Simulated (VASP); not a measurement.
# BAs (Pm-3m) in VASP: a series of runs

Aim: see how the results for BAs move with the level of theory and the settings. Levels: HSE06, PBEsol-based screened hybrid, r2SCAN0. Tasks: single point.

Everything below comes from runs of VASP 6.6.1. Logs are shortened: lines on timing, memory, paths and dates and some standing lists are left out, and cuts for length are marked.

### 1 The cell of the first run

It takes space group Pm-3m (No. 221, cubic). The conventional cell has a = 2.957 Å, b = 2.957 Å, c = 2.957 Å, α = 90.00°, β = 90.00°, γ = 90.00°. B (site symmetry m-3m) has 8 As at 2.56 Å and 6 B at 2.96 Å within 3.4 Å. As (site symmetry m-3m) has 8 B at 2.56 Å and 6 As at 2.96 Å within 3.4 Å.

### 2 Single point, HSE06

POSCAR reads:

```
BAs
1.0
    2.9570103300      0.0000000000      0.0000000000
    0.0000000000      2.9570103300      0.0000000000
    0.0000000000      0.0000000000      2.9570103300
B As
1 1
Direct
    0.5000000000      0.5000000000      0.5000000000
    0.0000000000      0.0000000000      0.0000000000
```

INCAR.step1 reads:

```
  ALGO = Normal
  EDIFF = 1E-5
  ENCUT = 520
  GGA = PE
  ISIF = 2
  ISMEAR = -1
  LASPH = T
  LREAL = F
  LWAVE = T
  NBANDS = 11
  NELM = 60
  PREC = Accurate
  SIGMA = 0.05
```

INCAR.step2 reads:

```
  ALGO = Normal
  EDIFF = 1E-6
  ENCUT = 520
  GGA = PE
  HFSCREEN = 0.2079
  ISIF = 2
  ISMEAR = -1
  ISTART = 1
  LASPH = T
  LCHARG = T
  LELF = T
  LHFCALC = T
  LREAL = F
  LVHAR = T
  LWAVE = F
  NBANDS = 11
  NELM = 60
  PREC = Accurate
  PRECFOCK = Normal
  SIGMA = 0.05
```

KPOINTS reads:

```
k-points
0
Gamma
  5 5 5
```

Potentials or basis: VASP PAW PBE potentials, release 64 (B, As).

Command:

```console
$ cat potpaw_PBE.64/B/POTCAR potpaw_PBE.64/As/POTCAR > POTCAR
$ cp INCAR.step1 INCAR
$ mpirun -np 1 vasp_std > vasp.out
$ cp INCAR.step2 INCAR
$ mpirun -np 1 vasp_std > vasp.out
```

OUTCAR:

```text
EDIFF = 1E-6
   ENCUT = 520
   GGA = PE
   HFSCREEN = 0.2079
   ISIF = 2
   ISMEAR = -1
   ISTART = 1
   LASPH = T
   LHFCALC = T
   LREAL = F
   NELM = 60
   PREC = Accurate
   PRECFOCK = Normal

 ion  position               nearest neighbor table
   1  0.500  0.500  0.500-
   2  0.000  0.000  0.000-

  LATTYP: Found a simple cubic cell.
 ALAT       =     2.9570103300

  Lattice vectors:

 A1 = (   2.9570103300,   0.0000000000,   0.0000000000)
 A2 = (   0.0000000000,   2.9570103300,   0.0000000000)
 A3 = (   0.0000000000,   0.0000000000,   2.9570103300)

Analysis of symmetry for initial positions (statically):
=====================================================================
 Subroutine PRICEL returns:
 Original cell was already a primitive cell.

 Routine SETGRP: Setting up the symmetry group for a
 simple cubic supercell.

 Subroutine GETGRP returns: Found 48 space group operations
 (whereof 48 operations were pure point group operations)
 out of a pool of 48 trial point group operations.

The static configuration has the point symmetry O_h .

Analysis of symmetry for dynamics (positions and initial velocities):
=====================================================================
 Subroutine PRICEL returns:
 Original cell was already a primitive cell.

 Routine SETGRP: Setting up the symmetry group for a
 simple cubic supercell.

 Subroutine GETGRP returns: Found 48 space group operations
 (whereof 48 operations were pure point group operations)
 out of a pool of 48 trial point group operations.

The dynamic configuration has the point symmetry O_h .

 Subroutine INISYM returns: Found 48 space group operations
 (whereof 48 operations are pure point group operations),
 and found     1 'primitive' translations

----------------------------------------------------------------------------------------

                                     Primitive cell

  volume of cell :      25.8558

  direct lattice vectors                    reciprocal lattice vectors
     2.957010330  0.000000000  0.000000000     0.338179407  0.000000000  0.000000000
     0.000000000  2.957010330  0.000000000     0.000000000  0.338179407  0.000000000
[... 82 lines left out ...]
   NUPDOWN=      -1.0000    fix difference up-down
   EMIN   =  10.00;   EMAX   =-10.00  energy-range for DOS
   EFERMI =   0.00;   METHOD = LEGACY
   ISMEAR =    -1;   SIGMA  =   0.05  broadening in eV -4-tet -1-fermi 0-gaus
   EFERMI_NEDOS =   21; number of points for ismear=-14 and -15
   IALGO  =     38    algorithm
   IMIX   =      1    mixing-type and parameters
     AMIX     =   0.40;   BMIX     =  1.00
     AMIX_MAG =   1.60;   BMIX_MAG =  1.00
  volume/ion in A,a.u.               =      12.93        87.24
  Fermi-wavevector in a.u.,A,eV,Ry     =   1.107266  2.092429 16.681261  1.226038
  Thomas-Fermi vector in A             =   2.243778
   LORBIT       =      0    0 simple, 1 ext, 2 COOP (PROOUT), +10 PAW based schemes
   GGA     = PE    functional components
   LHFCALC =     T    Hartree Fock is set to
   PRECFOCK=normal    Normal, Fast or Accurate (Low or Medium for compatibility)
   ENCUT4O =  -1.0   cutoff for four orbital integrals eV
   NKREDX  =     1    reduce k-point grid by
   NKREDY  =     1    reduce k-point grid by
   NKREDZ  =     1    reduce k-point grid by
   AEXX    =    0.2500 exact exchange contribution
   HFSCREEN=    0.2079 screening length (either q_TF or 0.3 A-1)
   HFSCREENC=   0.2079 screening length for correlation (either q_TF or 0.3 A-1)
   ENCUTFOCK=  -1.0 apply spherical cutoff to Coloumb kernel
   IVDW    =     0    specifies the selected vdW correction
   LEPSILON=     F    determine dielectric tensor
   LRPA    =     F    only Hartree local field effects (RPA)
 non-spin polarized calculation
  energy-cutoff  :      520.00
  volume of cell :       25.86
 maximum number of plane-waves:       739
 NGX is ok and might be reduce to    24
  NGX = 18; NGY = 18; NGZ = 18

 number of electron       7.9999999 magnetization

 Free energy of the ion-electron system (eV)
  ---------------------------------------------------
  ext. energy  EPLUGINS =         0.00000000
  ---------------------------------------------------
  free energy    TOTEN  =        -9.62529479 eV

  energy without entropy =       -9.62169902  energy(sigma->0) =       -9.62349690

 E-fermi :   7.0478     XC(G=0):  -9.3369

 val. band max:        6.8924509670   @ k =   0.4000   0.4000   0.2000
 cond. band min:       7.3472848404   @ k =   0.2000   0.2000   0.0000
 fundamental gap:      0.4548338734
 Fermi energy:         7.0477861301

 k-point     1 :       0.0000    0.0000    0.0000
  band No.  band energies     occupation
      1     -10.5626      2.00000
      2       5.8649      2.00000
      3       5.8649      2.00000
      4       5.8649      2.00000
      5       6.4092      1.99999
      6      12.9586      0.00000
      7      12.9586      0.00000
      8      17.1021      0.00000
      9      17.1021      0.00000
     10      17.1021      0.00000
     11      26.5616      0.00000
[... 113 lines left out ...]
 k-point    10 :       0.4000    0.4000    0.4000
  band No.  band energies     occupation
      1      -2.9286      2.00000
      2       1.1857      2.00000
      3       2.6534      2.00000
      4       2.6534      2.00000
      5       4.6686      2.00000
      6       6.5320      1.99993
      7       6.5320      1.99993
      8       9.2561      0.00000
      9      25.4609      0.00000
     10      26.4305      0.00000
     11      26.4305      0.00000

------------------------ aborting loop because EDIFF is reached ----------------------------------------

  FORCE on cell =-STRESS in cart. coord.  units (eV):
  Direction    XX          YY          ZZ          XY          YZ          ZX
  --------------------------------------------------------------------------------------
  -------------------------------------------------------------------------------------
  Total       -1.4552899     -1.4552899     -1.4552899      0.0000000      0.0000000      0.0000000
  in kB      -90.1782022    -90.1782022    -90.1782022      0.0000000      0.0000000      0.0000000
  external PRESSURE =     -90.1782022 kB  Pullay stress =       0.0000000 kB

 VOLUME and BASIS-vectors are now :
 -----------------------------------------------------------------------------
  energy-cutoff  :      520.00
  volume of cell :       25.86
      direct lattice vectors                 reciprocal lattice vectors
     2.957010330  0.000000000  0.000000000     0.338179407  0.000000000  0.000000000
     0.000000000  2.957010330  0.000000000     0.000000000  0.338179407  0.000000000
     0.000000000  0.000000000  2.957010330     0.000000000  0.000000000  0.338179407

 POSITION                                       TOTAL-FORCE (eV/Angst)
 -----------------------------------------------------------------------------------
      1.47851      1.47851      1.47851         0.000000      0.000000      0.000000
      0.00000      0.00000      0.00000         0.000000      0.000000      0.000000
 -----------------------------------------------------------------------------------
    total drift:                                0.000007      0.000004     -0.000008

  FREE ENERGIE OF THE ION-ELECTRON SYSTEM (eV)
  ---------------------------------------------------
  free  energy   TOTEN  =        -9.6252947861 eV

  energy  without entropy=       -9.6216990177  energy(sigma->0) =       -9.62349690
```

OSZICAR.step1:

```text
N       E                     dE             d eps       ncg     rms          rms(c)
DAV:   1     0.855220100610E+01    0.85522E+01   -0.37372E+03   220   0.634E+02
DAV:   2    -0.800303081531E+01   -0.16555E+02   -0.15986E+02   327   0.972E+01
DAV:   3    -0.838560706155E+01   -0.38258E+00   -0.38100E+00   265   0.109E+01
DAV:   4    -0.838613949660E+01   -0.53244E-03   -0.53242E-03   247   0.491E-01
DAV:   5    -0.838613982105E+01   -0.32445E-06   -0.32414E-06   251   0.136E-02    0.288E+00
DAV:   6    -0.830163902795E+01    0.84501E-01   -0.37771E-01   235   0.198E+00    0.158E+00
DAV:   7    -0.829909458655E+01    0.25444E-02   -0.21389E-02   250   0.823E-01    0.802E-01
DAV:   8    -0.829808836529E+01    0.10062E-02   -0.17503E-03   232   0.305E-01    0.566E-02
DAV:   9    -0.829808020897E+01    0.81563E-05   -0.15946E-04   253   0.519E-02    0.227E-02
DAV:  10    -0.829808086345E+01   -0.65448E-06   -0.96257E-06   134   0.224E-02
   1 F= -.82980809E+01 E0= -.82958158E+01  d E =-.453021E-02
```

Wall time 80 s (1 thread of Intel Xeon 6975P-C (Granite Rapids), shared host); peak memory 0.24 GiB.

Results:

```
Free energy            : -9.6253 eV
Pressure               : -9.0 GPa
Band gap on the k mesh : zero (band 4 reaches 8.78 eV, above the bottom of band 5 at 4.67 eV)
```

Levels at points of the mesh, in eV from the Fermi level:
| k point | band 1 | band 2 | band 3 | band 4 | band 5 | band 6 | band 7 | band 8 | band 9 |
| --- | --- | --- | --- | --- | --- | --- | --- | --- | --- |
| (0.00, 0.00, 0.00) | -17.61 | -1.18 | -1.18 | -1.18 | -0.64 | 5.91 | 5.91 | 10.05 | 10.05 |

Caveat: the k points lie up to 0.42 Å⁻¹ apart; the PAW data sets were made with another functional, which shifts forces and pressure a little.

### 3 Single point, PBEsol-based screened hybrid

POSCAR is that of step 2.

INCAR.step1 reads:

```
SYSTEM = BAs
ALGO = Normal ; EDIFF = 1E-5
ENCUT = 520 ; GGA = PE
ISIF = 2 ; ISMEAR = -1
LASPH = .True. ; LCHARG = .False.
LREAL = .False. ; LWAVE = .True.
NBANDS = 11 ; NELM = 60
PREC = Accurate ; SIGMA = 0.05
```

INCAR.step2 reads:

```
SYSTEM = BAs
AEXX = 0.25 ; ALGO = Normal
EDIFF = 1E-6 ; ENCUT = 520
GGA = PS ; HFSCREEN = 0.207
ISIF = 2 ; ISMEAR = -1
ISTART = 1 ; LASPH = .True.
LCHARG = .False. ; LHFCALC = .True.
LREAL = .False. ; LWAVE = .False.
NBANDS = 11 ; NELM = 60
PREC = Accurate ; PRECFOCK = Normal
SIGMA = 0.05
```

KPOINTS reads:

```
k-points
0
Gamma
  5 5 5
  0 0 0
```

Potentials or basis: VASP PAW PBE potentials, release 64 (B, As).

Command:

```console
$ cat potpaw_PBE.64/B/POTCAR potpaw_PBE.64/As/POTCAR > POTCAR
$ cp INCAR.step1 INCAR
$ mpirun -np 1 vasp_std > vasp.out
$ cp INCAR.step2 INCAR
$ mpirun -np 1 vasp_std > vasp.out
```

It took 80 s on 1 thread of Intel Xeon 6975P-C (Granite Rapids), shared host; peak memory 0.24 GiB.

It converged, with:

- Free energy: -10.2040 eV
- Pressure: -11.1 GPa
- Band gap on the k mesh: zero (band 4 reaches 8.72 eV, above the bottom of band 5 at 4.63 eV)

Levels at points of the mesh, in eV from the Fermi level:
```tsv
k point	band 1	band 2	band 3	band 4	band 5	band 6	band 7	band 8	band 9
(0.00, 0.00, 0.00)	-17.62	-1.18	-1.18	-1.18	-0.61	5.91	5.91	10.06	10.06
```

Caveat: the k points lie up to 0.42 Å⁻¹ apart; the PAW data sets were made with another functional, which shifts forces and pressure a little.

### 4 Single point, r2SCAN0

POSCAR is that of step 3.

INCAR.step1 reads:

```
PREC = Accurate ; ENCUT = 520
EDIFF = 1E-5 ; ISMEAR = -1
SIGMA = 0.05 ; LREAL = False
LASPH = True ; NELM = 60
ALGO = Normal ; ISIF = 2
LWAVE = True ; GGA = PE
NBANDS = 11
```

INCAR.step2 reads:

```
PREC = Accurate ; ENCUT = 520
EDIFF = 1E-6 ; ISMEAR = -1
SIGMA = 0.05 ; LREAL = False
LASPH = True ; NELM = 60
ALGO = Normal ; ISIF = 2
LWAVE = False ; LCHARG = True
METAGGA = R2SCAN ; LHFCALC = True
AEXX = 0.25 ; LMIXTAU = True
PRECFOCK = Normal ; LELF = True
LVHAR = True ; ISTART = 1
NBANDS = 11
```

KPOINTS reads:

```
regular mesh
0
Gamma
  5 5 5
```

Command:

```console
$ cat potpaw_PBE.64/B/POTCAR potpaw_PBE.64/As/POTCAR > POTCAR
$ cp INCAR.step1 INCAR
$ mpirun -np 1 vasp_std > vasp.out
$ cp INCAR.step2 INCAR
$ mpirun -np 1 vasp_std > vasp.out
```

It took 81 s on 1 thread of Intel Xeon 6975P-C (Granite Rapids), shared host; peak memory 0.15 GiB.

Results (log left out):

| Quantity | Value |
| --- | --- |
| Free energy | -18.4454 eV |
| Pressure | -9.9 GPa |
| Band gap on the k mesh | zero (band 4 reaches 9.15 eV, above the bottom of band 5 at 4.21 eV) |

Levels at points of the mesh, in eV from the Fermi level:
```csv
k point,band 2,band 3,band 4,band 5,band 6,band 7
"(0.00, 0.00, 0.00)",-1.30,-1.30,-1.30,-0.56,6.76,6.76
```

Caveat: the k points lie up to 0.42 Å⁻¹ apart; the PAW data sets were made with another functional, which shifts forces and pressure a little.

### 5 The runs side by side

```tsv
level	screening parameter	share of exact exchange	gap on the mesh (eV)	pressure (GPa)
HSE06	0.2079 1/Å	-	none	-9.0
PBEsol-based screened hybrid	0.207 1/Å	0.25	none	-11.1
r2SCAN0	-	-	none	-9.9
```

Alike in all rows: task single point; potentials or basis VASP PAW PBE potentials, release 64 (B, As); no spin polarisation; cell as given; k mesh 5 × 5 × 5; cutoff (eV) 520; smearing fermi-dirac 0.05 eV.

Caveats: all runs use coarse meshes; the PAW data sets were made with another functional, which shifts forces and pressure a little.

Total energies depend on the potentials used, so only differences within one code and one set of settings carry meaning.
